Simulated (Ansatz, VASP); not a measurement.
# One calculation of Pd, two programs

The input INCAR:

```
SYSTEM = Pd
  ALGO = Fast
  EDIFF = 1E-6
  ENCUT = 520
  GGA = PS
  ISIF = 2
  ISMEAR = -1
  LASPH = .True.
  LCHARG = .False.
  LREAL = .False.
  LWAVE = .False.
  NBANDS = 28
  NELM = 100
  PREC = Accurate
  SIGMA = 0.05
```

File KPOINTS:

```
k-points
0
Gamma
  11 11 3
  0 0 0
```

POSCAR

```
Pd
1.0
    2.7440204281      0.0000000000      0.0000000000
   -1.3720102141      2.3763913993      0.0000000000
    0.0000000000      0.0000000000      9.0571949703
Pd
4
Direct
    0.6666666667      0.3333333333      0.7500000000
    0.0000000000      0.0000000000      0.5000000000
    0.3333333333      0.6666666667      0.2500000000
    0.0000000000      0.0000000000      0.0000000000
```

input.yaml

```yaml
crystal:
  lattice:
    - [2.7440204281, 0.0, 0.0]
    - [-1.3720102141, 2.3763913993, 0.0]
    - [0.0, 0.0, 9.0571949703]
  atoms:
    - { symbol: Pd, position: [0.6666666667, 0.3333333333, 0.75] }
    - { symbol: Pd, position: [0.0, 0.0, 0.5] }
    - { symbol: Pd, position: [0.3333333333, 0.6666666667, 0.25] }
    - { symbol: Pd, position: [0.0, 0.0, 0.0] }
kpoints:
  mp_grid: { grid: [11, 11, 3] }
scf:
  occupations: { method: fermi_dirac, width: 0.05 }
hamiltonian:
  xc: pbesol
  pseudopotentials: { kind: all_electron, lapw: { basis_error: 0.001 } }
output:
  forces: true
  stress: true
  eigenvalues: true
```

Change from the starting cell: volume scaled by 0.98.

Alike in both runs: task single point; functional PBEsol; k mesh 11 × 11 × 3; occupations fermi-dirac, width 0.05 eV; no spin polarisation.

```csv
,VASP,Ansatz
version,VASP 6.6.1,Ansatz 0.2.0
potentials or method,"VASP PAW PBE potentials, release 64 (Pd), cutoff 520 eV","all-electron LAPW, scalar-relativistic"
```

|  | VASP | Ansatz | Ansatz less VASP |
| --- | --- | --- | --- |
| gap on the k mesh at the Fermi level (eV) | none | none | - |
| pressure (GPa) | -2.6 | -2.4 | +0.25 |
| traceless stress, the component that is largest in VASP (GPa) | -0.30 | -0.27 | +0.031 |

VASP's potentials were made for PBE, not for PBEsol. A gap of «none» marks a metal or a gap that the smearing closes. Ansatz ran all-electron here, and VASP with PAW potentials.
